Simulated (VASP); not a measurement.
# Nb16H (a cell with a defect) in VASP: further runs, part 2 of 2

VASP 6.6.1. The steps go on from the part before.

### Step 3. Single point, PBEsol

Input file INCAR:

```
ALGO     = Normal         # electronic algorithm
EDIFF    = 1E-6           # SCF threshold, eV
ENCUT    = 520            # plane-wave cutoff, eV
GGA      = PS             # functional
ISIF     = 2              # what is computed and relaxed
ISMEAR   = 0              # smearing method
LASPH    = True           # aspherical terms in the spheres
LCHARG   = True           # write CHGCAR
LELF     = True           # ELF
LREAL    = Auto         
LVHAR    = True         
LWAVE    = False          # write WAVECAR
NBANDS   = 118            # bands
NELM     = 100            # most SCF steps
PREC     = Accurate       # precision mode
SIGMA    = 0.1            # smearing width, eV
```

Input file KPOINTS:

```
k-points
0
Gamma
  3 3 3
```

Input file POSCAR:

```
Nb16H
1.0
    6.6000000000      0.0000000000      0.0000000000
    0.0000000000      6.6000000000      0.0000000000
    0.0000000000      0.0000000000      6.6000000000
Nb H
16 1
Direct
   -0.0003481333      0.0015323831      0.0002415511
    0.4998132766      0.0015274347      0.0002436753
   -0.0004491416      0.5021905448      0.0002447643
    0.0061750286     -0.0058769812      0.5002422255
    0.2497338729      0.2480209818      0.2503380212
    0.4999330042      0.5021856762      0.0002460530
    0.4932534088     -0.0058955134      0.5002411289
    0.7497347326      0.2554403654      0.2437827507
    0.0007113359      0.4997331657      0.5002468815
    0.2497281773      0.7473791784      0.2504611245
    0.2497326265      0.2480233917      0.7501469788
    0.4987582563      0.4997296909      0.5002469686
    0.7497338402      0.7498120616      0.2492473693
    0.7497351277      0.2554543900      0.7567343993
    0.2497269843      0.7473853182      0.7500123019
    0.7497332295      0.7498151987      0.7512403003
    0.7496762734      0.1247398135      0.5002745059
```

Potentials or basis: VASP PAW PBE potentials, release 64 (Nb_sv, H).

Run with:

```console
$ cat potpaw_PBE.64/Nb_sv/POTCAR potpaw_PBE.64/H/POTCAR > POTCAR
$ mpirun -np 1 vasp_std > vasp.out
```

OUTCAR:

```text
EDIFF = 1E-6
   ENCUT = 520
   GGA = PS
   ISIF = 2
   ISMEAR = 0
   LASPH = True
   LREAL = Auto
   NELM = 100
   PREC = Accurate

 ion  position               nearest neighbor table
   1  1.000  0.002  0.000-  11 2.85   5 2.85  14 2.85   8 2.85  16 2.86  13 2.86  10 2.87  15 2.87

   2  0.500  0.002  0.000-   5 2.85  11 2.85  14 2.85   8 2.85  16 2.86  13 2.86  10 2.87  15 2.87

   3  1.000  0.502  0.000-  14 2.82   8 2.82  10 2.84  15 2.84  13 2.84  16 2.84   5 2.87  11 2.87
[... 21 lines left out ...]
  14  0.750  0.255  0.757-  17 1.90   6 2.82   3 2.82   1 2.85   2 2.85  12 2.87   9 2.87   4 2.95
[... 1890 lines left out ...]
  Total       -6.8028147     -7.4359793     -6.8055779      0.0023545      0.0004278      0.0002228
  in kB      -37.9111900    -41.4397331    -37.9265893      0.0131214      0.0023838      0.0012414
  external PRESSURE =     -39.0925041 kB  Pullay stress =       0.0000000 kB

 VOLUME and BASIS-vectors are now :
 -----------------------------------------------------------------------------
  energy-cutoff  :      520.00
  volume of cell :      287.50
      direct lattice vectors                 reciprocal lattice vectors
     6.600000000  0.000000000  0.000000000     0.151515152  0.000000000  0.000000000
     0.000000000  6.600000000  0.000000000     0.000000000  0.151515152  0.000000000
     0.000000000  0.000000000  6.600000000     0.000000000  0.000000000  0.151515152

 POSITION                                       TOTAL-FORCE (eV/Angst)
 -----------------------------------------------------------------------------------
      6.59770      0.01011      0.00159         0.004723      0.003157     -0.000117
      3.29877      0.01008      0.00161        -0.004237      0.003254     -0.000325
      6.59704      3.31446      0.00162         0.002422      0.001232      0.000101
      0.04076      6.56121      3.30160        -0.000481     -0.007345      0.000521
      1.64824      1.63694      1.65223        -0.000001     -0.002500     -0.004984
      3.29956      3.31443      0.00162        -0.002661      0.001012     -0.000061
[... 9 lines left out ...]
      4.94824      4.94878      4.95819        -0.000176      0.000140     -0.000718
      4.94786      0.82328      3.30181         0.001667      0.001081     -0.000489
 -----------------------------------------------------------------------------------
    total drift:                               -0.000720      0.009964     -0.001559

  FREE ENERGIE OF THE ION-ELECTRON SYSTEM (eV)
  ---------------------------------------------------
  free  energy   TOTEN  =      -179.2969457162 eV

  energy  without entropy=     -179.2420036117  energy(sigma->0) =     -179.26947466
```

Run time: 34 min. Hardware: 1 thread of Intel Xeon Platinum 8488C (Sapphire Rapids), shared host; peak memory 0.52 GiB.

What came out:

```
Free energy   : -179.2969 eV
Pressure      : -3.9 GPa
Largest force : 0.007 eV/Å
```

Forces in eV/Å, atoms in the order of the input:
```
Nb   0.005  0.003  0.000
Nb  -0.004  0.003  0.000
Nb   0.002  0.001  0.000
Nb   0.000 -0.007  0.001
Nb   0.000 -0.003 -0.005
Nb  -0.003  0.001  0.000
Nb   0.000 -0.007  0.000
Nb   0.000  0.006  0.002
Nb   0.000  0.000  0.000
Nb   0.000 -0.001 -0.004
Nb   0.000 -0.002  0.005
Nb  -0.002  0.000  0.000
Nb   0.000  0.001  0.001
Nb   0.000  0.005 -0.003
Nb   0.000 -0.001  0.005
Nb   0.000  0.000 -0.001
H    0.002  0.001  0.000
```

Stress tensor (GPa, compression positive):
```
-3.79  0.00  0.00
 0.00 -4.14  0.00
 0.00  0.00 -3.79
```

Levels at points of the mesh, in eV from the Fermi level:
```csv
k point,band 100,band 101,band 102,band 103,band 104,band 105,band 106,band 107
"(0.00, 0.00, 0.00)",0.37,0.66,0.87,0.91,0.91,0.93,0.93,0.96
```

Caveat: the PAW data sets were made with another functional, which shifts forces and pressure a little.

### Step 4. Single point, PBEsol

Input file INCAR:

```
ALGO = Normal
EDIFF = 1E-6
ENCUT = 520
GGA = PS
ISIF = 2
ISMEAR = 0
LASPH = True
LCHARG = False
LREAL = Auto
LWAVE = False
NBANDS = 118
NELM = 100
PREC = Accurate
SIGMA = 0.1
```

KPOINTS is that of step 3.

Input file POSCAR:

```
Nb16H
1.0
    6.6000000000      0.0000000000      0.0000000000
    0.0000000000      6.6000000000      0.0000000000
    0.0000000000      0.0000000000      6.6000000000
Nb H
16 1
Direct
   -0.0003481818      0.0015324242      0.0002415152
    0.4998133333      0.0015274242      0.0002436364
   -0.0004490909      0.5021906061      0.0002446970
    0.0061750000     -0.0058769697      0.5002422727
    0.2497339394      0.2480209091      0.2503380303
    0.4999330303      0.5021856061      0.0002460606
    0.4932534848     -0.0058954545      0.5002410606
    0.7497346970      0.2554403030      0.2437827273
    0.0007113636      0.4997331818      0.5002468182
    0.2497281818      0.7473792424      0.2504610606
    0.2497325758      0.2480233333      0.7501469697
    0.4987583333      0.4997296970      0.5002469697
    0.7497337879      0.7498121212      0.2492474242
    0.7497351515      0.2554543939      0.7567343939
    0.2497269697      0.7473853030      0.7500122727
    0.7497331818      0.7498151515      0.7512403030
    0.7496762121      0.1247398485      0.5002745455
```

Potentials or basis: VASP PAW PBE potentials, release 64 (Nb_sv, H).

Run with:

```console
$ cat potpaw_PBE.64/Nb_sv/POTCAR potpaw_PBE.64/H/POTCAR > POTCAR
$ mpirun -np 1 vasp_std > vasp.out
```

OUTCAR:

```text
EDIFF = 1E-6
   ENCUT = 520
   GGA = PS
   ISIF = 2
   ISMEAR = 0
   LASPH = True
   LREAL = Auto
   NELM = 100
   PREC = Accurate

 ion  position               nearest neighbor table
   1  1.000  0.002  0.000-  11 2.85   5 2.85  14 2.85   8 2.85  16 2.86  13 2.86  10 2.87  15 2.87

   2  0.500  0.002  0.000-   5 2.85  11 2.85  14 2.85   8 2.85  16 2.86  13 2.86  10 2.87  15 2.87

   3  1.000  0.502  0.000-  14 2.82   8 2.82  10 2.84  15 2.84  13 2.84  16 2.84   5 2.87  11 2.87
[... 21 lines left out ...]
  14  0.750  0.255  0.757-  17 1.90   6 2.82   3 2.82   1 2.85   2 2.85  12 2.87   9 2.87   4 2.95
[... 1890 lines left out ...]
  Total       -6.8028147     -7.4359796     -6.8055783      0.0023586      0.0004305      0.0002246
  in kB      -37.9111900    -41.4397346    -37.9265911      0.0131441      0.0023993      0.0012519
  external PRESSURE =     -39.0925052 kB  Pullay stress =       0.0000000 kB

 VOLUME and BASIS-vectors are now :
 -----------------------------------------------------------------------------
  energy-cutoff  :      520.00
  volume of cell :      287.50
      direct lattice vectors                 reciprocal lattice vectors
     6.600000000  0.000000000  0.000000000     0.151515152  0.000000000  0.000000000
     0.000000000  6.600000000  0.000000000     0.000000000  0.151515152  0.000000000
     0.000000000  0.000000000  6.600000000     0.000000000  0.000000000  0.151515152

 POSITION                                       TOTAL-FORCE (eV/Angst)
 -----------------------------------------------------------------------------------
      6.59770      0.01011      0.00159         0.004725      0.003153     -0.000115
      3.29877      0.01008      0.00161        -0.004243      0.003253     -0.000323
      6.59704      3.31446      0.00162         0.002419      0.001228      0.000106
      0.04075      6.56121      3.30160        -0.000480     -0.007345      0.000517
      1.64824      1.63694      1.65223        -0.000004     -0.002494     -0.004987
      3.29956      3.31443      0.00162        -0.002664      0.001015     -0.000062
[... 9 lines left out ...]
      4.94824      4.94878      4.95819        -0.000172      0.000143     -0.000719
      4.94786      0.82328      3.30181         0.001672      0.001082     -0.000490
 -----------------------------------------------------------------------------------
    total drift:                               -0.000719      0.009965     -0.001560

  FREE ENERGIE OF THE ION-ELECTRON SYSTEM (eV)
  ---------------------------------------------------
  free  energy   TOTEN  =      -179.2969457120 eV

  energy  without entropy=     -179.2420036497  energy(sigma->0) =     -179.26947468
```

OSZICAR:

```text
N       E                     dE             d eps       ncg     rms          rms(c)
DAV:   1     0.312591165191E+04    0.31259E+04   -0.11446E+05  3304   0.188E+03
DAV:   2     0.116900443910E+03   -0.30090E+04   -0.29578E+04  3700   0.826E+02
DAV:   3    -0.156092605870E+03   -0.27299E+03   -0.26384E+03  5176   0.171E+02
DAV:   4    -0.185069694766E+03   -0.28977E+02   -0.27637E+02  5680   0.497E+01
DAV:   5    -0.187247182424E+03   -0.21775E+01   -0.20990E+01  5456   0.136E+01    0.303E+01
DAV:   6    -0.180055735576E+03    0.71914E+01   -0.15913E+01  4672   0.170E+01    0.102E+01
DAV:   7    -0.179225978175E+03    0.82976E+00   -0.66395E+00  4928   0.103E+01    0.423E+00
DAV:   8    -0.179247825774E+03   -0.21848E-01   -0.10967E+00  4960   0.457E+00    0.366E+00
DAV:   9    -0.179299818665E+03   -0.51993E-01   -0.34215E-01  5168   0.290E+00    0.813E-01
DAV:  10    -0.179304441369E+03   -0.46227E-02   -0.19885E-01  5288   0.228E+00    0.501E-01
DAV:  11    -0.179296496851E+03    0.79445E-02   -0.47504E-02  5000   0.111E+00    0.119E-01
DAV:  12    -0.179296975320E+03   -0.47847E-03   -0.60677E-03  5592   0.271E-01    0.924E-02
DAV:  13    -0.179296966690E+03    0.86303E-05   -0.58295E-04  5408   0.121E-01    0.432E-02
DAV:  14    -0.179296953056E+03    0.13633E-04   -0.13851E-04  5256   0.585E-02    0.253E-02
DAV:  15    -0.179296947996E+03    0.50603E-05   -0.31852E-05  5056   0.292E-02    0.121E-02
DAV:  16    -0.179296946403E+03    0.15934E-05   -0.50185E-06  3048   0.135E-02    0.645E-03
DAV:  17    -0.179296945712E+03    0.69056E-06   -0.15828E-06  2224   0.763E-03
   1 F= -.17929695E+03 E0= -.17926947E+03  d E =-.549421E-01
```

stdout:

```text
POSCAR found type information on POSCAR NbH
 POSCAR found :  2 types and      17 ions
 scaLAPACK will be used
 -----------------------------------------------------------------------------
|                                                                             |
|                                                                             |
|     You enforced a specific xc type in the INCAR file but a different       |
|     I HOPE YOU KNOW WHAT YOU ARE DOING!                                     |
|                                                                             |
 -----------------------------------------------------------------------------

 LDA part: xc-table for (Slater+PW92), standard interpolation
 POSCAR, INCAR and KPOINTS ok, starting setup
 FFT: planning ... GRIDC
 FFT: planning ... GRID_SOFT
 FFT: planning ... GRID
 WAVECAR not read
 entering main loop
```

Run time: 32 min. Hardware: 1 thread of Intel Xeon Platinum 8488C (Sapphire Rapids), shared host; peak memory 0.52 GiB.

Results:

```
Free energy   : -179.2969 eV
Pressure      : -3.9 GPa
Largest force : 0.007 eV/Å
```

Forces on the atoms (eV/Å):
```
Nb   0.005  0.003  0.000
Nb  -0.004  0.003  0.000
Nb   0.002  0.001  0.000
Nb   0.000 -0.007  0.001
Nb   0.000 -0.002 -0.005
Nb  -0.003  0.001  0.000
Nb   0.000 -0.007  0.000
Nb   0.000  0.006  0.002
Nb   0.000  0.000  0.000
Nb   0.000 -0.001 -0.004
Nb   0.000 -0.002  0.005
Nb  -0.002  0.000  0.000
Nb   0.000  0.001  0.001
Nb   0.000  0.005 -0.003
Nb   0.000 -0.001  0.005
Nb   0.000  0.000 -0.001
H    0.002  0.001  0.000
```

Caveat: the PAW data sets were made with another functional, which shifts forces and pressure a little.
